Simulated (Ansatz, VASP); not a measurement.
Given: the input of a run of Ansatz 0.2.0 on Rb.

File input.yaml:

```yaml
crystal:
  lattice:
    - [-2.8025, 2.8025, 2.8025]
    - [2.8025, -2.8025, 2.8025]
    - [2.8025, 2.8025, -2.8025]
  atoms:
    - { symbol: Rb, position: [0.0, 0.0, 0.0] }
kpoints:
  mp_grid: { grid: [7, 7, 7] }
scf:
  occupations: { method: fermi_dirac, width: 0.05 }
hamiltonian:
  xc: lda
  pseudopotentials: { kind: all_electron, lapw: { basis_error: 0.001 } }
output:
  forces: true
  stress: true
  eigenvalues: true
```

Potentials or basis: all-electron LAPW, scalar-relativistic.

The run is started by

```bash
$ ansatz run input.yaml --threads 1 --pin off --max-ram 3072MiB --backend cpu --events-out ev --progress --plain --runs-dir out
```

Task: Set up the same calculation for VASP 6.6.1. Potentials there: VASP PAW LDA potentials, release 64 (Rb_sv).

Result: As run (the cutoff follows the program's own potentials):

Contents of INCAR:

```
PREC = Accurate
ENCUT = 520
EDIFF = 1E-6
ISMEAR = -1
SIGMA = 0.05
LREAL = False
LASPH = True
NELM = 100
ALGO = Normal
ISIF = 2
LWAVE = False
LCHARG = False
GGA = CA
NBANDS = 10
```

File KPOINTS:

```
regular mesh
0
Gamma
  7 7 7
```

Contents of POSCAR:

```
Rb
1.0
   -2.8025000000      2.8025000000      2.8025000000
    2.8025000000     -2.8025000000      2.8025000000
    2.8025000000      2.8025000000     -2.8025000000
Rb
1
Direct
    0.0000000000      0.0000000000      0.0000000000
```

Potentials or basis: VASP PAW LDA potentials, release 64 (Rb_sv).

Launch:

```sh
$ cat potpaw_LDA.64/Rb_sv/POTCAR > POTCAR
$ mpirun -np 1 vasp_std > vasp.out
```

Both were run:

|  | VASP | Ansatz | Ansatz less VASP |
| --- | --- | --- | --- |
| gap on the k mesh at the Fermi level (eV) | none | none | - |
| pressure (GPa) | -0.4 | -0.4 | 0.00 |

LDA's correlation is that of Perdew and Zunger in VASP and of Perdew and Wang (1992) in Ansatz. A gap of «none» marks a metal or a gap that the smearing closes. Ansatz ran all-electron here, and VASP with PAW potentials.
